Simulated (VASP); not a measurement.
A run of VASP 6.6.1:

File INCAR:

```
ALGO = Normal ; EDIFF = 1E-7
ENCUT = 520 ; GGA = PS
ISIF = 2 ; ISMEAR = 0
LASPH = True ; LCHARG = False
LREAL = False ; LWAVE = False
NBANDS = 16 ; NELM = 60
PREC = Accurate ; SIGMA = 0.1
```

Contents of KPOINTS:

```
k-points
0
Gamma
  6 6 4
```

File POSCAR:

```
Se
1.0
    4.0563924618      0.0000000000      0.0000000000
   -2.0281962309      3.5129389197      0.0000000000
    0.0000000000      0.0000000000      5.1076883939
Se
3
Direct
    0.2470835554      0.0000000000      0.1666666667
    0.0000000000      0.2470835554      0.8333333333
    0.7529164446      0.7529164446      0.5000000000
```

Potentials or basis: VASP PAW PBE potentials, release 64 (Se).

Command:

```bash
$ cat potpaw_PBE.64/Se/POTCAR > POTCAR
$ mpirun -np 1 vasp_std > vasp.out
```

Hardware: 1 thread of AMD EPYC 7R43 64-Core Processor (Zen 3), with other jobs on the host.

Task: Estimate the wall time of this run.

Result: It took 33 s on 1 thread of AMD EPYC 7R43 64-Core Processor (Zen 3) (shared host), peak memory 0.15 GiB. Counts: scf iterations 13, k points 24.
